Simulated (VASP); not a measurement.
# Sb in VASP: further runs

The runs below take Sb through single point, with LDA, HSE06, PBE, PBEsol.

All numbers are computed with VASP 6.6.1; they aren't measurements. Logs are shortened: lines on timing, memory, paths and dates and some standing lists are left out, and cuts for length are marked.

## Step 1: The cell of the first run

Symmetry: P2_1/m, No. 11, monoclinic system. Conventional cell: a = 3.184 Å, b = 4.433 Å, c = 4.492 Å, α = 90.00°, β = 90.51°, γ = 90.00°. Within 4.1 Å of Sb (site symmetry m) lie 6 Sb at 3.10 to 3.21 Å.

## Step 2: Single point, LDA

Contents of INCAR:

```
PREC = Accurate
ENCUT = 520
EDIFF = 1E-6
ISMEAR = -1
SIGMA = 0.05
LREAL = False
LASPH = True
NELM = 80
ALGO = Normal
ISIF = 2
LWAVE = False
LCHARG = False
GGA = CA
NBANDS = 12
```

Contents of KPOINTS:

```
Automatic mesh
0
Gamma
  9 6 6
```

Contents of POSCAR:

```
Sb
1.0
    3.1836411160      0.0000000000      0.0000000000
    0.0000000000      4.4327850985      0.0000000000
   -0.0396782330      0.0000000000      4.4922631929
Sb
2
Direct
    0.0113890000      0.2500000000      0.2411660000
    0.9886110000      0.7500000000      0.7588340000
```

Potentials or basis: VASP PAW LDA potentials, release 64 (Sb).

On the command line:

```bash
cat potpaw_LDA.64/Sb/POTCAR > POTCAR
mpirun -np 1 vasp_std > vasp.out
```

OUTCAR:

```text
PREC = Accurate
   ENCUT = 520
   EDIFF = 1E-6
   ISMEAR = -1
   LREAL = False
   LASPH = True
   NELM = 80
   ISIF = 2
   GGA = CA

 ion  position               nearest neighbor table
   1  0.011  0.250  0.241-   2 3.10   2 3.10   2 3.21   2 3.21
   2  0.989  0.750  0.759-   1 3.10   1 3.10   1 3.21   1 3.21

  LATTYP: Found a simple monoclinic cell.
 ALAT       =     3.1836411160
 B/A-ratio  =     1.3923633151
 C/A-ratio  =     1.4111007668
 COS(beta)  =    -0.0088322264

  Lattice vectors:

 A1 = (   3.1836411160,   0.0000000000,   0.0000000000)
 A2 = (   0.0000000000,   4.4327850985,   0.0000000000)
 A3 = (  -0.0396782330,   0.0000000000,   4.4922631929)

Analysis of symmetry for initial positions (statically):
=====================================================================
 Subroutine PRICEL returns:
 Original cell was already a primitive cell.

 Routine SETGRP: Setting up the symmetry group for a
 simple monoclinic supercell.

 Subroutine GETGRP returns: Found  4 space group operations
 (whereof  2 operations were pure point group operations)
 out of a pool of  4 trial point group operations.

The static configuration has the point symmetry S_2 .
 The point group associated with its full space group is C_2h.

Analysis of symmetry for dynamics (positions and initial velocities):
=====================================================================
 Subroutine PRICEL returns:
 Original cell was already a primitive cell.

 Routine SETGRP: Setting up the symmetry group for a
 simple monoclinic supercell.

 Subroutine GETGRP returns: Found  4 space group operations
 (whereof  2 operations were pure point group operations)
 out of a pool of  4 trial point group operations.

The dynamic configuration has the point symmetry S_2 .
 The point group associated with its full space group is C_2h.

 Subroutine INISYM returns: Found  4 space group operations
 (whereof  2 operations are pure point group operations),
 and found     1 'primitive' translations

----------------------------------------------------------------------------------------

                                     Primitive cell

  volume of cell :      63.3966

  direct lattice vectors                    reciprocal lattice vectors
     3.183641116  0.000000000  0.000000000     0.314105756  0.000000000  0.002774361
     0.000000000  4.432785099  0.000000000     0.000000000  0.225591807  0.000000000
    -0.039678233  0.000000000  4.492263193     0.000000000  0.000000000  0.222604945

  length of vectors
     3.183641116  4.432785099  4.492438420     0.314118008  0.225591807  0.222604945

  position of ions in fractional coordinates (direct lattice)
     0.011389000  0.250000000  0.241166000
     0.988611000  0.750000000  0.758834000

  ion indices of the primitive-cell ions
   primitive index   ion index
                 1           1
                 2           2

----------------------------------------------------------------------------------------

 KPOINTS: Automatic mesh

Automatic generation of k-mesh.
 Grid dimensions read from file:
 generate k-points for:    9    6    6

 Generating k-lattice:

  Cartesian coordinates                     Fractional coordinates (reciprocal lattice)
     0.034900640  0.000000000  0.000308262     0.111111111  0.000000000  0.000000000
     0.000000000  0.037598634  0.000000000     0.000000000  0.166666667  0.000000000
     0.000000000  0.000000000  0.037100824     0.000000000  0.000000000  0.166666667

  Length of vectors
     0.034902001  0.037598634  0.037100824

  Shift w.r.t. Gamma in fractional coordinates (k-lattice)
     0.000000000  0.000000000  0.000000000

 Subroutine IBZKPT returns following result:
 ===========================================

 Found    112 irreducible k-points:

 Following reciprocal coordinates:
            Coordinates               Weight
  0.000000  0.000000  0.000000      1.000000
  0.111111  0.000000  0.000000      2.000000
  0.222222  0.000000  0.000000      2.000000
  0.333333  0.000000  0.000000      2.000000
  0.444444  0.000000  0.000000      2.000000
  0.000000  0.166667  0.000000      2.000000
[... 16 lines left out ...]
  0.222222  0.000000  0.166667      2.000000
  0.333333  0.000000  0.166667      2.000000
 [... further k-points ...]
   k-points           NKPTS =    112   k-points in BZ     NKDIM =    112   number of bands    NBANDS=     12
   number of dos      NEDOS =    301   number of ions     NIONS =      2
   total plane-waves  NPLWV =  31104
   dimension x,y,z NGX =    24 NGY =   36 NGZ =   36
   dimension x,y,z NGXF=    48 NGYF=   72 NGZF=   72
   ions per type =               2
   NGX,Y,Z   is equivalent  to a cutoff of  12.53, 13.50, 13.32 a.u.
   NGXF,Y,Z  is equivalent  to a cutoff of  25.07, 27.00, 26.64 a.u.
 SYSTEM =  unknown system
   PREC   = accura    normal or accurate (medium, high low for compatibility)
   ISTART =      0    job   : 0-new  1-cont  2-samecut
[... 26 lines left out ...]
     AMIX     =   0.40;   BMIX     =  1.00
     AMIX_MAG =   1.60;   BMIX_MAG =  1.00
  volume/ion in A,a.u.               =      31.70       213.91
  Fermi-wavevector in a.u.,A,eV,Ry     =   0.884544  1.671546 10.645448  0.782418
  Thomas-Fermi vector in A             =   2.005458
   LORBIT       =      0    0 simple, 1 ext, 2 COOP (PROOUT), +10 PAW based schemes
   GGA     = CA    functional components
   LHFCALC =     F    Hartree Fock is set to
   AEXX    =    0.0000 exact exchange contribution
   IVDW    =     0    specifies the selected vdW correction
   LEPSILON=     F    determine dielectric tensor
   LRPA    =     F    only Hartree local field effects (RPA)
 non-spin polarized calculation
  energy-cutoff  :      520.00
  volume of cell :       63.40
 maximum number of plane-waves:      1725
   NGX = 11   NGY = 17   NGZ = 17

 number of electron      10.0000000 magnetization

 number of electron       9.9999999 magnetization

 Free energy of the ion-electron system (eV)
  ---------------------------------------------------
  ext. energy  EPLUGINS =         0.00000000
  ---------------------------------------------------
  free energy    TOTEN  =        -9.43197217 eV

  energy without entropy =       -9.41869336  energy(sigma->0) =       -9.42533276

 E-fermi :   6.3229     XC(G=0):  -9.5509

 val. band max:        6.3127776318   @ k =  -0.3333   0.1667   0.1667
 cond. band min:       6.3335120825   @ k =   0.4444   0.3333   0.1667
 fundamental gap:      0.0207344507
 Fermi energy:         6.3229469275

 k-point     1 :       0.0000    0.0000    0.0000
  band No.  band energies     occupation
      1      -5.7200      2.00000
      2      -1.1519      2.00000
      3       2.9426      2.00000
      4       3.0647      2.00000
      5       8.5674      0.00000
      6       9.1629      0.00000
      7       9.3714      0.00000
      8       9.5307      0.00000
      9      12.6140      0.00000
     10      13.1513      0.00000
     11      13.1836      0.00000
     12      14.0904      0.00000

 k-point     2 :       0.1111    0.0000    0.0000
  band No.  band energies     occupation
      1      -5.5572      2.00000
      2      -0.9827      2.00000
      3       3.0935      2.00000
      4       3.2155      2.00000
      5       7.4713      0.00000
      6       8.7267      0.00000
      7       9.5264      0.00000
      8       9.6855      0.00000
      9      11.3908      0.00000
     10      13.2821      0.00000
     11      13.8427      0.00000
     12      15.3214      0.00000

 k-point     3 :       0.2222    0.0000    0.0000
  band No.  band energies     occupation
      1      -5.0849      2.00000
      2      -0.4836      2.00000
      3       3.5162      2.00000
      4       3.6379      2.00000
      5       4.9499      2.00000
      6       8.9724      0.00000
      7       9.1967      0.00000
      8       9.9576      0.00000
      9      10.1234      0.00000
     10      13.6645      0.00000
     11      14.1941      0.00000
     12      14.3489      0.00000
[... 286 lines left out ...]
 k-point    23 :       0.2222    0.0000    0.1667
  band No.  band energies     occupation
      1      -4.8938      2.00000
      2      -1.0992      2.00000
      3       3.8761      2.00000
      4       3.9807      2.00000
      5       5.1102      2.00000
      6       8.5975      0.00000
      7       8.8813      0.00000
      8       9.0032      0.00000
      9      10.1190      0.00000
     10      14.2368      0.00000
     11      14.4998      0.00000
     12      14.9940      0.00000

 k-point    24 :       0.3333    0.0000    0.1667
  band No.  band energies     occupation
      1      -4.1869      2.00000
      2      -0.3505      2.00000
      3       2.9176      2.00000
      4       4.4606      2.00000
      5       4.5909      2.00000
      6       6.3593      0.65163
      7       9.4757      0.00000
      8       9.6378      0.00000
      9      10.8234      0.00000
     10      12.3979      0.00000
     11      12.6937      0.00000
     12      15.5344      0.00000

 [... further k-points ...]

------------------------ aborting loop because EDIFF is reached ----------------------------------------

  FORCE on cell =-STRESS in cart. coord.  units (eV):
  Direction    XX          YY          ZZ          XY          YZ          ZX
  --------------------------------------------------------------------------------------
  -------------------------------------------------------------------------------------
  Total       -2.0537611     -2.3431414     -2.3372192      0.0000000      0.0000000      0.0273009
  in kB      -51.9032470    -59.2165508    -59.0668822      0.0000000      0.0000000      0.6899572
  external PRESSURE =     -56.7288933 kB  Pullay stress =       0.0000000 kB

 VOLUME and BASIS-vectors are now :
 -----------------------------------------------------------------------------
  energy-cutoff  :      520.00
  volume of cell :       63.40
      direct lattice vectors                 reciprocal lattice vectors
     3.183641116  0.000000000  0.000000000     0.314105756  0.000000000  0.002774361
     0.000000000  4.432785099  0.000000000     0.000000000  0.225591807  0.000000000
    -0.039678233  0.000000000  4.492263193     0.000000000  0.000000000  0.222604945

 POSITION                                       TOTAL-FORCE (eV/Angst)
 -----------------------------------------------------------------------------------
      0.02669      1.10820      1.08338        -0.039548     -0.000000     -0.054732
      3.11727      3.32459      3.40888         0.039548      0.000000      0.054732
 -----------------------------------------------------------------------------------
    total drift:                               -0.000000      0.000000      0.000000

  FREE ENERGIE OF THE ION-ELECTRON SYSTEM (eV)
  ---------------------------------------------------
  free  energy   TOTEN  =        -9.4319721717 eV

  energy  without entropy=       -9.4186933564  energy(sigma->0) =       -9.42533276
```

It took 16 s on 1 thread of Intel Xeon 6975P-C (Granite Rapids), shared host; peak memory 0.19 GiB.

Results:

| Property | Result |
| --- | --- |
| Free energy | -9.4320 eV |
| Pressure | -5.7 GPa |
| Largest force | 0.068 eV/Å |
| Band gap on the k mesh | zero (band 5 reaches 10.97 eV, above the bottom of band 6 at 3.27 eV) |

Forces in eV/Å, atoms in the order of the input:
```
Sb  -0.040  0.000 -0.055
Sb   0.040  0.000  0.055
```

Levels at points of the mesh, in eV from the Fermi level:
| k point | band 1 | band 2 | band 3 | band 4 | band 5 | band 6 | band 7 | band 8 | band 9 | band 10 |
| --- | --- | --- | --- | --- | --- | --- | --- | --- | --- | --- |
| (0.00, 0.00, 0.00) | -12.04 | -7.47 | -3.38 | -3.26 | 2.24 | 2.84 | 3.05 | 3.21 | 6.29 | 6.83 |
| (0.00, 0.50, 0.00) | -10.37 | -10.37 | -1.37 | -1.37 | -0.88 | -0.88 | 4.37 | 4.37 | 7.90 | 7.90 |
| (0.00, 0.00, 0.50) | -10.60 | -10.20 | -1.45 | -0.95 | -0.93 | -0.79 | 4.17 | 4.52 | 7.60 | 7.77 |
| (0.00, 0.50, 0.50) | -9.82 | -9.82 | -5.23 | -5.23 | 4.65 | 4.65 | 4.89 | 4.89 | 8.62 | 8.62 |

Caveat: spin-orbit coupling is left out, which moves the levels of the heavy elements.

## Step 3: Single point, HSE06

POSCAR is that of step 2.

Contents of INCAR.step1:

```
SYSTEM = Sb
  ALGO = Normal
  EDIFF = 1E-5
  ENCUT = 520
  GGA = PE
  ISIF = 2
  ISMEAR = -1
  LASPH = .TRUE.
  LREAL = .FALSE.
  LWAVE = .TRUE.
  NBANDS = 12
  NELM = 60
  PREC = Accurate
  SIGMA = 0.05
```

Contents of INCAR.step2:

```
SYSTEM = Sb
  ALGO = Normal
  EDIFF = 1E-6
  ENCUT = 520
  GGA = PE
  HFSCREEN = 0.2079
  ISIF = 2
  ISMEAR = -1
  ISTART = 1
  LASPH = .TRUE.
  LCHARG = .TRUE.
  LELF = .TRUE.
  LHFCALC = .TRUE.
  LREAL = .FALSE.
  LVHAR = .TRUE.
  LWAVE = .FALSE.
  NBANDS = 12
  NELM = 60
  PREC = Accurate
  PRECFOCK = Normal
  SIGMA = 0.05
```

Contents of KPOINTS:

```
k-points
0
G
  6 4 4
  0 0 0
```

Potentials or basis: VASP PAW PBE potentials, release 64 (Sb).

On the command line:

```bash
cat potpaw_PBE.64/Sb/POTCAR > POTCAR
cp INCAR.step1 INCAR
mpirun -np 1 vasp_std > vasp.out
cp INCAR.step2 INCAR
mpirun -np 1 vasp_std > vasp.out
```

Run time: 21 min. Hardware: 1 thread of Intel Xeon 6975P-C (Granite Rapids), shared host; peak memory 0.29 GiB.

Results (log left out):

```
Free energy            : -9.9262 eV
Pressure               : -5.2 GPa
Largest force          : 0.145 eV/Å
Band gap on the k mesh : zero (band 5 reaches 11.69 eV, above the bottom of band 6 at 2.48 eV)
```

Forces on the atoms (eV/Å):
```
Sb  -0.047  0.000 -0.137
Sb   0.047  0.000  0.137
```

Stress tensor (GPa, compression positive):
```
-9.48  0.00  0.06
 0.00 -2.93  0.00
 0.06  0.00 -3.05
```

Levels at points of the mesh, in eV from the Fermi level:
```
           k point  band 2  band 3  band 4  band 5  band 6  band 7  band 8  band 9
(0.00, 0.00, 0.00)   -8.07   -3.80   -3.67    2.64    3.52    3.67    3.83    7.12
(0.50, 0.00, 0.00)   -5.88   -5.18   -1.91   -1.76   -1.70    5.03    5.33    5.38
(0.00, 0.50, 0.00)  -11.45   -1.49   -1.49   -0.81   -0.81    5.17    5.17    8.71
(0.50, 0.50, 0.00)   -8.97   -4.13   -4.13    0.52    0.52    1.60    1.60    6.15
(0.00, 0.00, 0.50)  -11.26   -1.61   -0.97   -0.84   -0.75    4.96    5.33    8.40
(0.50, 0.00, 0.50)   -8.76   -4.32   -4.00    0.34    1.06    1.63    1.67    6.12
(0.00, 0.50, 0.50)  -10.79   -5.90   -5.90    5.49    5.49    5.73    5.73    9.42
(0.50, 0.50, 0.50)   -8.22   -3.82   -3.82   -3.72   -3.72    2.72    2.72    7.68
```

Caveat: the PAW data sets were made with another functional, which shifts forces and pressure a little; spin-orbit coupling is left out, which moves the levels of the heavy elements.

## Step 4: Single point, PBE

This run uses another cell than the first one, of 29.90 Å³/atom, 0.943 times its volume.

Contents of INCAR:

```
PREC = Accurate
ENCUT = 500
EDIFF = 1E-6
ISMEAR = -1
SIGMA = 0.03
LREAL = F
LASPH = T
NELM = 120
ALGO = Normal
ISIF = 2
LWAVE = F
LCHARG = F
GGA = PE
NBANDS = 12
GGA_COMPAT = F
```

Contents of KPOINTS:

```
regular mesh
0
Gamma
  5 4 4
```

Contents of POSCAR:

```
Sb
1.0
    3.1224020000      0.0000000000      0.0000000000
    0.0000000000      4.3475180000      0.0000000000
   -0.0389150000      0.0000000000      4.4058520000
Sb
2
Direct
    0.0113890000      0.2500000000      0.2411660000
    0.9886110000      0.7500000000      0.7588340000
```

On the command line:

```bash
cat potpaw_PBE.64/Sb/POTCAR > POTCAR
mpirun -np 1 vasp_std > vasp.out
```

Wall time 5.1 s (1 thread of Intel Xeon 6975P-C (Granite Rapids), shared host); peak memory 0.16 GiB.

The run converged. Its results:

```
Free energy            : -8.1291 eV
Pressure               : 0.6 GPa
Largest force          : 0.247 eV/Å
Band gap on the k mesh : zero (band 5 reaches 12.20 eV, above the bottom of band 6 at 4.38 eV)
```

Forces on the atoms (eV/Å):
```
Sb  -0.035  0.000  0.244
Sb   0.035  0.000 -0.244
```

Stress tensor (GPa, compression positive):
```
-1.17  0.00 -0.19
 0.00  1.88  0.00
-0.19  0.00  1.11
```

Levels at points of the mesh, in eV from the Fermi level:
| k point | band 1 | band 2 | band 3 | band 4 | band 5 | band 6 | band 7 | band 8 | band 9 | band 10 |
| --- | --- | --- | --- | --- | --- | --- | --- | --- | --- | --- |
| (0.00, 0.00, 0.00) | -12.33 | -7.27 | -3.51 | -3.38 | 2.19 | 3.14 | 3.38 | 3.52 | 6.74 | 7.05 |
| (0.00, 0.50, 0.00) | -10.53 | -10.53 | -1.37 | -1.37 | -0.79 | -0.79 | 4.82 | 4.82 | 8.23 | 8.23 |
| (0.00, 0.00, 0.50) | -10.78 | -10.34 | -1.47 | -0.93 | -0.82 | -0.66 | 4.60 | 4.99 | 7.90 | 8.08 |
| (0.00, 0.50, 0.50) | -9.88 | -9.88 | -5.50 | -5.50 | 5.15 | 5.15 | 5.43 | 5.43 | 9.01 | 9.01 |

Caveat: the k points lie up to 0.40 Å⁻¹ apart; spin-orbit coupling is left out, which moves the levels of the heavy elements.

## Step 5: Single point, PBEsol

This run uses another cell than the first one, of 29.89 Å³/atom, 0.943 times its volume.

Contents of INCAR:

```
  ALGO = Normal
  EDIFF = 1E-6
  ENCUT = 500
  GGA = PS
  GGA_COMPAT = False
  ISIF = 2
  ISMEAR = -1
  LASPH = True
  LCHARG = False
  LREAL = False
  LWAVE = False
  NBANDS = 12
  NELM = 120
  PREC = Accurate
  SIGMA = 0.05
```

Contents of KPOINTS:

```
k-points
0
Gamma
  9 6 6
```

Contents of POSCAR:

```
Sb
1.0
    3.1224020000     -0.0624480400      0.0000000000
   -0.0869503600      4.3475180000      0.0000000000
   -0.0389150000      0.0007783000      4.4058520000
Sb
2
Direct
    0.0113890000      0.2500000000      0.2411660000
    0.9886110000      0.7500000000      0.7588340000
```

On the command line:

```bash
cat potpaw_PBE.64/Sb/POTCAR > POTCAR
mpirun -np 1 vasp_std > vasp.out
```

Run time: 78 s. Hardware: 1 thread of AMD EPYC 7R13, shared host; peak memory 0.2 GiB.

It converged, with:

* Free energy: -9.0333 eV
* Pressure: -2.1 GPa
* Largest force: 0.052 eV/Å
* Band gap on the k mesh: zero (band 5 reaches 12.03 eV, above the bottom of band 6 at 3.80 eV)

Forces in eV/Å, atoms in the order of the input:
```
Sb  -0.029 -0.003  0.043
Sb   0.029  0.003 -0.043
```

Stress tensor (GPa, compression positive):
```
-1.85  0.52  0.07
 0.52 -2.33  0.07
 0.07  0.07 -2.16
```

Levels at points of the mesh, in eV from the Fermi level:
```tsv
k point	band 2	band 3	band 4	band 5	band 6	band 7	band 8	band 9
(0.00, 0.00, 0.00)	-7.43	-3.69	-3.55	1.96	2.96	3.24	3.34	6.60
(0.00, 0.50, 0.00)	-10.70	-1.54	-1.54	-0.98	-0.97	4.59	4.68	8.04
(0.00, 0.00, 0.50)	-10.52	-1.63	-1.10	-1.00	-0.84	4.46	4.83	7.69
(0.00, 0.50, 0.50)	-10.05	-5.69	-5.69	4.96	4.97	5.28	5.29	8.89
```

Caveat: the PAW data sets were made with another functional, which shifts forces and pressure a little; spin-orbit coupling is left out, which moves the levels of the heavy elements.

## Step 6: Summary

```csv
level,potentials or basis,cell,k mesh,cutoff (eV),smearing,grid for exact exchange (PRECFOCK),screening parameter,gap on the mesh (eV),pressure (GPa),largest force (eV/Å)
LDA,"VASP PAW LDA potentials, release 64 (Sb)","a = 3.184, b = 4.433, c = 4.492 Å, angles 90.0, 90.5, 90.0°, 2 atoms",9 × 6 × 6,520,fermi-dirac 0.05 eV,-,-,none,-5.7,0.07
HSE06,"VASP PAW PBE potentials, release 64 (Sb)","a = 3.184, b = 4.433, c = 4.492 Å, angles 90.0, 90.5, 90.0°, 2 atoms",6 × 4 × 4,520,fermi-dirac 0.05 eV,Normal,0.2079 1/Å,none,-5.2,0.14
PBE,"VASP PAW PBE potentials, release 64 (Sb)","a = 3.122, b = 4.348, c = 4.406 Å, angles 90.0, 90.5, 90.0°, 2 atoms",5 × 4 × 4,500,fermi-dirac 0.03 eV,-,-,none,0.6,0.25
PBEsol,"VASP PAW PBE potentials, release 64 (Sb)","a = 3.123, b = 4.348, c = 4.406 Å, angles 90.0, 90.5, 92.3°, 2 atoms",9 × 6 × 6,500,fermi-dirac 0.05 eV,-,-,none,-2.1,0.05
```

Alike in all rows: task single point; no spin polarisation.

Caveats: some runs use coarse meshes; spin-orbit coupling is left out, which moves the levels of the heavy elements; the PAW data sets were made with another functional, which shifts forces and pressure a little (some runs).

Total energies depend on the potentials used, so only differences within one code and one set of settings carry meaning.
